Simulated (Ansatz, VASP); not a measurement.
Two plane-wave programs on Si2Sn5

```
Si Sn
1.0
    -3.83824    3.83824    4.25010
     3.83824   -3.83824    4.25010
     3.83824    3.83824   -4.25010
Si Sn
2 5
Direct
  0.18450 0.18450 0.00000
  0.81550 0.81550 0.00000
  0.20838 0.20838 0.41675
  0.79162 0.79162 0.58325
  0.20838 0.79162 0.00000
  0.79162 0.20838 0.00000
  0.50000 0.50000 0.00000
```

Alike in both runs: functional PBE; k mesh 3 × 3 × 3; occupations gaussian, width 0.2 eV; no spin polarisation.

Ansatz relaxed the structure, and its values are those at the end. VASP's run is a single point on that final structure, the one shown.

|  | VASP | Ansatz |
| --- | --- | --- |
| version | VASP 6.6.1 | Ansatz 0.2.0 |
| potentials or method | VASP PAW PBE potentials, release 64 (Si, Sn_d), cutoff 500 eV | scalar-relativistic, plane waves, PAW |
| valence electrons in the cell | 78 | 78 |

```csv
,VASP,Ansatz,Ansatz less VASP
gap on the k mesh at the Fermi level (eV),none,none,-
pressure (GPa),0.0,0.1,+0.04
rms of the force components (eV/Å),0.023,0.023,-0.0002
```

A gap of «none» marks a metal or a gap that the smearing closes. With one functional, cell and mesh, what is left measures potentials, basis and numerics.

The k mesh is coarse, so the values compare programs but aren't converged.
